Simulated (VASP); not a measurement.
# Si8C7 (a cell with a defect) in VASP: single point with PBE

Aim: the single point of Si8C7 (a cell with a defect) with PBE.

Everything below comes from runs of VASP 6.6.1. Logs are shortened: lines on timing, memory, paths and dates and some standing lists are left out, and cuts for length are marked.

## Step 1: The cell of the first run

The cell holds a defect, 15 atoms: a = 6.193 Å, b = 6.193 Å, c = 6.193 Å, α = 60.00°, β = 60.00°, γ = 60.00°.

## Step 2: Single point, PBE (atom 9 moved 0.000 of the way to it and -0.125 Å across, host rigid)

Input file INCAR:

```
PREC = Accurate ; ENCUT = 520
EDIFF = 1E-6 ; ISMEAR = 0
SIGMA = 0.05 ; LREAL = Auto
LASPH = T ; NELM = 60
ALGO = Normal ; ISIF = 2
LWAVE = F ; LCHARG = F
GGA = PE ; NBANDS = 43
NELECT = 56.0
```

Input file KPOINTS:

```
regular mesh
0
Gamma
  6 6 6
```

Input file POSCAR:

```
Si8C7
1.0
   -4.3794502696     -4.3794502696      0.0000000000
    0.0000000000     -4.3794502696      4.3794502696
   -4.3794502696      0.0000000000      4.3794502696
Si C
8 7
Direct
    0.5000000000      0.5000000000      0.0000000000
    0.0000000000      0.5000000000      0.0000000000
    0.5000000000      0.0000000000      0.0000000000
    0.0000000000      0.0000000000      0.0000000000
    0.5000000000      0.5000000000      0.5000000000
    0.0000000000      0.5000000000      0.5000000000
    0.5000000000      0.0000000000      0.5000000000
    0.0000000000      0.0000000000      0.5000000000
    0.8750000000      0.3548174789      0.3951825211
    0.3750000000      0.8750000000      0.3750000000
    0.8750000000      0.8750000000      0.3750000000
    0.3750000000      0.3750000000      0.8750000000
    0.8750000000      0.3750000000      0.8750000000
    0.3750000000      0.8750000000      0.8750000000
    0.8750000000      0.8750000000      0.8750000000
```

Potentials or basis: VASP PAW PBE potentials, release 64 (Si, C).

Run with:

```bash
$ cat potpaw_PBE.64/Si/POTCAR potpaw_PBE.64/C/POTCAR > POTCAR
$ mpirun -np 1 vasp_std > vasp.out
```

OUTCAR:

```text
PREC = Accurate
   ENCUT = 520
   EDIFF = 1E-6
   ISMEAR = 0
   LREAL = Auto
   LASPH = T
   NELM = 60
   ISIF = 2
   GGA = PE
   NELECT = 56.0

 ion  position               nearest neighbor table
   1  0.500  0.500  0.000-  12 1.90  13 1.90  14 1.90   2 3.10   3 3.10   5 3.10   5 3.10   6 3.10
                             7 3.10   3 3.10   4 3.10   7 3.10   2 3.10   4 3.10   6 3.10
   2  0.000  0.500  0.000-  13 1.90  12 1.90  15 1.90   9 2.00   4 3.10   6 3.10   1 3.10   5 3.10
                             6 3.10   8 3.10   3 3.10   4 3.10   8 3.10   1 3.10   3 3.10   5 3.10
   3  0.500  0.000  0.000-  14 1.90  12 1.90  10 1.90  15 1.90   4 3.10   7 3.10   1 3.10   5 3.10
                             7 3.10   8 3.10   1 3.10   2 3.10   5 3.10   2 3.10   4 3.10   8 3.10
   4  0.000  0.000  0.000-  15 1.90  13 1.90  14 1.90  11 1.90   3 3.10   8 3.10   2 3.10   6 3.10
                             7 3.10   8 3.10   1 3.10   2 3.10   6 3.10   1 3.10   3 3.10   7 3.10
   5  0.500  0.500  0.500-  10 1.90  12 1.90   9 1.90   1 3.10   6 3.10   7 3.10   1 3.10   2 3.10
                             3 3.10   3 3.10   7 3.10   8 3.10   2 3.10   6 3.10   8 3.10
   6  0.000  0.500  0.500-  11 1.90  13 1.90   9 1.90   2 3.10   5 3.10   8 3.10   1 3.10   2 3.10
                             4 3.10   4 3.10   7 3.10   8 3.10   1 3.10   5 3.10   7 3.10
   7  0.500  0.000  0.500-  10 1.90  11 1.90  14 1.90   3 3.10   5 3.10   8 3.10   1 3.10   3 3.10
                             4 3.10   1 3.10   5 3.10   6 3.10   4 3.10   6 3.10   8 3.10
   8  0.000  0.000  0.500-   9 1.80  11 1.90  10 1.90  15 1.90   6 3.10   7 3.10   4 3.10   2 3.10
                             3 3.10   4 3.10   2 3.10   5 3.10   6 3.10   3 3.10   5 3.10   7 3.10
   9  0.875  0.355  0.395-   8 1.80   6 1.90   5 1.90   2 2.00
  10  0.375  0.875  0.375-   7 1.90   5 1.90   3 1.90   8 1.90
  11  0.875  0.875  0.375-   8 1.90   6 1.90   7 1.90   4 1.90
  12  0.375  0.375  0.875-   1 1.90   2 1.90   3 1.90   5 1.90
  13  0.875  0.375  0.875-   2 1.90   1 1.90   4 1.90   6 1.90
  14  0.375  0.875  0.875-   3 1.90   1 1.90   4 1.90   7 1.90
  15  0.875  0.875  0.875-   4 1.90   3 1.90   2 1.90   8 1.90

  LATTYP: Found a face centered cubic cell.
 ALAT       =     8.7589005392

  Lattice vectors:

 A1 = (  -4.3794502696,  -4.3794502696,   0.0000000000)
 A2 = (   0.0000000000,  -4.3794502696,   4.3794502696)
 A3 = (  -4.3794502696,   0.0000000000,   4.3794502696)

Analysis of symmetry for initial positions (statically):
=====================================================================
 Subroutine PRICEL returns:
 Original cell was already a primitive cell.

 Routine SETGRP: Setting up the symmetry group for a
 face centered cubic supercell.

 Subroutine GETGRP returns: Found  2 space group operations
 (whereof  1 operations were pure point group operations)
[... 168 lines left out ...]
   LORBIT       =      0    0 simple, 1 ext, 2 COOP (PROOUT), +10 PAW based schemes
   GGA     = PE    functional components
   LHFCALC =     F    Hartree Fock is set to
   AEXX    =    0.0000 exact exchange contribution
   IVDW    =     0    specifies the selected vdW correction
   LEPSILON=     F    determine dielectric tensor
   LRPA    =     F    only Hartree local field effects (RPA)
 non-spin polarized calculation
 Gauss-broadening in eV      SIGMA  =   0.05
  energy-cutoff  :      520.00
  volume of cell :      167.99
 maximum number of plane-waves:      4573
 NGX is ok and might be reduce to    48
   NGX = 23   NGY = 23   NGZ = 23

 number of electron      56.0000008 magnetization

 Free energy of the ion-electron system (eV)
  ---------------------------------------------------
  ext. energy  EPLUGINS =         0.00000000
  ---------------------------------------------------
  free energy    TOTEN  =      -138.12345902 eV

  energy without entropy =     -138.11440767  energy(sigma->0) =     -138.11893335

 E-fermi :   6.6370     XC(G=0): -10.8168

 val. band max:        6.6360602500   @ k =  -0.3333  -0.1667  -0.1667
 cond. band min:       6.6438721607   @ k =   0.3333   0.0000  -0.3333
 fundamental gap:      0.0078119107
 Fermi energy:         6.6370331688

 k-point     1 :       0.0000    0.0000    0.0000
  band No.  band energies     occupation
      1      -7.3304      2.00000
      2      -4.1919      2.00000
      3      -4.1516      2.00000
      4      -4.1383      2.00000
      5      -3.5432      2.00000
      6      -2.8015      2.00000
[... 1021 lines left out ...]
     39      13.8409      0.00000
     40      14.5291      0.00000

 [... further k-points ...]

 [bands above 40 left out]

------------------------ aborting loop because EDIFF is reached ----------------------------------------

  FORCE on cell =-STRESS in cart. coord.  units (eV):
  Direction    XX          YY          ZZ          XY          YZ          ZX
  --------------------------------------------------------------------------------------
  -------------------------------------------------------------------------------------
  Total      -47.0258830    -47.0258830    -46.9281253     -0.2965599     -1.0889943      1.0889943
  in kB     -448.4961803   -448.4961803   -447.5638433     -2.8283565    -10.3859775     10.3859777
  external PRESSURE =    -448.1854013 kB  Pullay stress =       0.0000000 kB

 VOLUME and BASIS-vectors are now :
 -----------------------------------------------------------------------------
  energy-cutoff  :      520.00
  volume of cell :      167.99
      direct lattice vectors                 reciprocal lattice vectors
    -4.379450270 -4.379450270  0.000000000    -0.114169580 -0.114169580 -0.114169580
     0.000000000 -4.379450270  4.379450270     0.114169580 -0.114169580  0.114169580
    -4.379450270  0.000000000  4.379450270    -0.114169580  0.114169580  0.114169580

 POSITION                                       TOTAL-FORCE (eV/Angst)
 -----------------------------------------------------------------------------------
     -2.18973     -4.37945      2.18973         1.037916     -1.037916     -1.041811
      0.00000     -2.18973      2.18973        -0.535481      0.535481     -0.009566
     -2.18973     -2.18973      0.00000         0.274263      0.278449      0.286764
      0.00000      0.00000      0.00000        -0.278449     -0.274263      0.286764
     -4.37945     -4.37945      4.37945        -1.064226     -1.019643      1.039313
     -2.18973     -2.18973      4.37945         1.019643      1.064226      1.039313
     -4.37945     -2.18973      2.18973        -1.089711      1.089711     -1.062450
     -2.18973      0.00000      2.18973        -0.446955      0.446955     -1.134939
     -5.56270     -5.38592      3.28459         1.681892     -1.681892      0.190949
     -3.28459     -5.47431      5.47431         0.270370      0.002381     -0.171526
     -5.47431     -7.66404      5.47431        -0.002381     -0.270370     -0.171526
     -5.47431     -3.28459      5.47431        -0.051430      0.536510      0.161372
     -7.66404     -5.47431      5.47431        -0.536510      0.051430      0.161372
     -5.47431     -5.47431      7.66404         0.039109     -0.039109      0.388270
     -7.66404     -7.66404      7.66404        -0.318049      0.318049      0.037702
 -----------------------------------------------------------------------------------
    total drift:                                0.004529     -0.004528      0.000178

  FREE ENERGIE OF THE ION-ELECTRON SYSTEM (eV)
  ---------------------------------------------------
  free  energy   TOTEN  =      -138.1234590234 eV

  energy  without entropy=     -138.1144076678  energy(sigma->0) =     -138.11893335
```

OSZICAR:

```text
N       E                     dE             d eps       ncg     rms          rms(c)
DAV:   1     0.106179775979E+03    0.10618E+03   -0.24739E+04  5848   0.114E+03
DAV:   2    -0.132789114490E+03   -0.23897E+03   -0.22768E+03  7221   0.200E+02
DAV:   3    -0.149062230392E+03   -0.16273E+02   -0.16064E+02  7376   0.490E+01
DAV:   4    -0.149365604259E+03   -0.30337E+00   -0.30270E+00  7520   0.757E+00
DAV:   5    -0.149371233642E+03   -0.56294E-02   -0.56269E-02  7469   0.102E+00    0.227E+01
DAV:   6    -0.138026572227E+03    0.11345E+02   -0.66610E+01  7073   0.202E+01    0.933E+00
DAV:   7    -0.138150184624E+03   -0.12361E+00   -0.39829E+00  7058   0.744E+00    0.492E+00
DAV:   8    -0.138126188824E+03    0.23996E-01   -0.22333E-01  7181   0.216E+00    0.250E+00
DAV:   9    -0.138123811386E+03    0.23774E-02   -0.61319E-02  7165   0.116E+00    0.375E-01
DAV:  10    -0.138123177514E+03    0.63387E-03   -0.96709E-03  7416   0.420E-01    0.252E-01
DAV:  11    -0.138123295591E+03   -0.11808E-03   -0.22177E-03  7560   0.188E-01    0.171E-01
DAV:  12    -0.138123468755E+03   -0.17316E-03   -0.51615E-04  7504   0.988E-02    0.495E-02
DAV:  13    -0.138123459366E+03    0.93887E-05   -0.98748E-05  7328   0.446E-02    0.211E-02
DAV:  14    -0.138123458753E+03    0.61311E-06   -0.38129E-05  7288   0.220E-02    0.932E-03
DAV:  15    -0.138123459023E+03   -0.27017E-06   -0.26613E-06  4936   0.722E-03
   1 F= -.13812346E+03 E0= -.13811893E+03  d E =-.905136E-02
```

stdout:

```text
POSCAR found type information on POSCAR SiC
 POSCAR found :  2 types and      15 ions
 scaLAPACK will be used
 LDA part: xc-table for (Slater+PW92), standard interpolation
 POSCAR, INCAR and KPOINTS ok, starting setup
 FFT: planning ... GRIDC
 FFT: planning ... GRID_SOFT
 FFT: planning ... GRID
 WAVECAR not read
 entering main loop
 the old and the new charge density differ
 old charge density:    60.00000 new   56.00000
    0.227E+01
```

Wall time 16 min (1 thread of Intel Xeon 6975P-C, shared host); peak memory 0.49 GiB.

What came out:

| Item | Value |
| --- | --- |
| Free energy | -138.1235 eV |
| Largest force | 2.386 eV/Å |

Forces in eV/Å, atoms in the order of the input:
```
Si   1.038 -1.038 -1.042
Si  -0.535  0.535 -0.010
Si   0.274  0.278  0.287
Si  -0.278 -0.274  0.287
Si  -1.064 -1.020  1.039
Si   1.020  1.064  1.039
Si  -1.090  1.090 -1.062
Si  -0.447  0.447 -1.135
C    1.682 -1.682  0.191
C    0.270  0.002 -0.172
C   -0.002 -0.270 -0.172
C   -0.051  0.537  0.161
C   -0.537  0.051  0.161
C    0.039 -0.039  0.388
C   -0.318  0.318  0.038
```

Levels at points of the mesh, in eV from the Fermi level:
```csv
k point,band 26,band 27,band 28,band 29,band 30,band 31
"(0.00, 0.00, 0.00)",-0.03,0.49,0.55,0.64,2.71,2.72
"(0.50, 0.00, 0.00)",-0.50,-0.48,0.18,0.39,0.85,3.72
"(0.00, 0.50, 0.00)",-0.52,-0.30,0.30,0.30,0.86,3.71
"(0.00, 0.00, 0.50)",-0.73,-0.47,0.29,0.29,0.84,3.64
"(0.50, 0.50, 0.00)",-0.63,-0.33,-0.26,-0.16,0.56,3.20
"(0.00, 0.50, 0.50)",-0.61,-0.28,-0.25,-0.22,0.57,3.18
```

Caveat: the cell carries a net charge on a neutralising background, which shifts energy and pressure; the cell differs from its parent crystal (atom 9 moved 0.000 of the way to it and -0.125 Å across, host rigid); the cell is charged against a uniform background, so pressure and absolute levels hang on convention.
